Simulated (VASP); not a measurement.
Write the native input for VASP 6.6.1 that does the following.

```
Task                   : single point
Functional             : r2SCAN
Potentials or basis    : VASP PAW PBE potentials, release 64 (Sn_d)
Cutoff                 : 520 eV
k mesh                 : 12 × 12 × 12
Occupations            : fermi-dirac, width 0.1 eV
Spin                   : no spin polarisation
Dipole correction      : no
Further INCAR settings : ALGO = Normal; EDIFF = 1e-06; NBANDS = 21
```

Crystal: Sn.

```xyz
2
Lattice="-2.9683 2.9683 1.5938 2.9683 -2.9683 1.5938 2.8710 2.8710 -1.5938" Properties=species:S:1:pos:R:3 pbc="T T T"
Sn    0.0000    0.0000    0.0000
Sn   -0.0487    2.9196    0.7969
```

The input as run:

POSCAR

```
Sn
1.0
   -2.9683047333      2.9683047333      1.5938000000
    2.9683047333     -2.9683047333      1.5938000000
    2.8709832667      2.8709832667     -1.5938000000
Sn
2
Direct
    0.0000000000      0.0000000000      0.0000000000
    0.7500000000      0.2500000000      0.5000000000
```

INCAR.step1

```
  PREC = Accurate
  ENCUT = 520
  ISMEAR = -1
  SIGMA = 0.1
  LREAL = False
  LASPH = True
  NELM = 60
  NBANDS = 21
  GGA = PE
  ALGO = Normal
  EDIFF = 1E-4
  LWAVE = True
  LCHARG = False
```

INCAR.step2

```
  PREC = Accurate
  ENCUT = 520
  EDIFF = 1E-6
  ISMEAR = -1
  SIGMA = 0.1
  LREAL = False
  LASPH = True
  NELM = 60
  ALGO = Normal
  ISIF = 2
  LWAVE = False
  LCHARG = False
  METAGGA = R2SCAN
  LMIXTAU = True
  NBANDS = 21
  ISTART = 1
```

KPOINTS

```
Automatic mesh
0
Gamma
  12 12 12
```

Potentials or basis: VASP PAW PBE potentials, release 64 (Sn_d).

Run with:

```sh
$ cat potpaw_PBE.64/Sn_d/POTCAR > POTCAR
$ cp INCAR.step1 INCAR
$ mpirun -np 1 vasp_std > vasp.out
$ cp INCAR.step2 INCAR
$ mpirun -np 1 vasp_std > vasp.out
```

It gave:

```yaml
Pressure: 0.9 GPa
Band_gap_on_the_k_mesh: zero (bands 14 and 15 overlap by 4.52 eV)
```

Caveat: the PAW data sets were made with another functional, which shifts forces and pressure a little; spin-orbit coupling is left out, which moves the levels of the heavy elements.

It took 12 min on 1 thread of Intel(R) Xeon(R) Platinum 8488C (Sapphire Rapids) (shared host), peak memory 0.39 GiB.
